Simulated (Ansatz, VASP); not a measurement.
Given: the input of a run of VASP 6.6.1 on BPd4.

INCAR

```
PREC     = Accurate       # precision mode
ENCUT    = 520            # plane-wave cutoff, eV
EDIFF    = 1E-7           # SCF threshold, eV
ISMEAR   = -1             # smearing method
SIGMA    = 0.05           # smearing width, eV
LREAL    = F              # projectors in reciprocal space
LASPH    = T              # aspherical terms in the spheres
NELM     = 100            # most SCF steps
ALGO     = Normal         # electronic algorithm
ISIF     = 2              # what is computed and relaxed
LWAVE    = F              # write WAVECAR
LCHARG   = T              # write CHGCAR
GGA      = PS             # functional
LVHAR    = T            
NBANDS   = 30             # bands
KPAR     = 2
```

The input KPOINTS:

```
regular mesh
0
Gamma
  9 6 5
```

POSCAR

```
BPd4
1.0
    2.8920299704      0.0000000000      0.0000000000
    0.0000000000      4.3650077954      0.0000000000
    0.0000000000      0.0000000000      5.8563150000
Pd B
4 1
Direct
    0.4997860000     -0.0013280000      0.1979700000
    0.0072420000     -0.0162850000      0.6056660000
    0.0008850000      0.5186000000      0.3229410000
    0.5020220000      0.5034260000      0.8645260000
    0.4972590000     -0.0053940000      0.8653290000
```

Potentials or basis: VASP PAW PBE potentials, release 64 (Pd, B).

Command:

```console
$ cat potpaw_PBE.64/Pd/POTCAR potpaw_PBE.64/B/POTCAR > POTCAR
$ mpirun -np 2 vasp_std > vasp.out
```

**Question.** Set up the same calculation for Ansatz 0.2.0. Potentials there: Ansatz PAW.

**Answer.** As run (the cutoff follows the program's own potentials):

Contents of input.yaml:

```yaml
crystal:
  lattice:
    - [2.8920299704, 0.0, 0.0]
    - [0.0, 4.3650077954, 0.0]
    - [0.0, 0.0, 5.856315]
  atoms:
    - { symbol: Pd, position: [0.499786, -0.001328, 0.19797] }
    - { symbol: Pd, position: [0.007242, -0.016285, 0.605666] }
    - { symbol: Pd, position: [0.000885, 0.5186, 0.322941] }
    - { symbol: Pd, position: [0.502022, 0.503426, 0.864526] }
    - { symbol: B, position: [0.497259, -0.005394, 0.865329] }
hamiltonian:
  xc: pbesol
  pseudopotentials: { kind: paw }
kpoints:
  mp_grid: { grid: [9, 6, 5] }
scf:
  occupations: { method: fermi_dirac, width: 0.05 }
output:
  forces: true
  stress: true
  eigenvalues: true
```

Potentials or basis: Ansatz PAW.

Run with:

```bash
$ ansatz run input.yaml --threads 2 --pin off --max-ram 5632MiB --backend cpu --events-out ev --progress --plain --runs-dir out
```

Both were run:

|  | VASP | Ansatz | Ansatz less VASP |
| --- | --- | --- | --- |
| gap on the k mesh at the Fermi level (eV) | none | none | - |
| pressure (GPa) | -8.5 | -8.5 | -0.02 |
| traceless stress, the component that is largest in VASP (GPa) | -1.79 | -1.68 | +0.108 |
| rms of the force components (eV/Å) | 0.534 | 0.543 | +0.0092 |

VASP's potentials were made for PBE, not for PBEsol. Atom by atom the forces differ by 0.026 eV/Å (rms over components). A gap of «none» marks a metal or a gap that the smearing closes. With one functional, cell and mesh, what is left measures potentials, basis and numerics. VASP's potentials hold 43 valence electrons a cell and Ansatz's 75, so a difference there can come from the potentials and not from the codes.
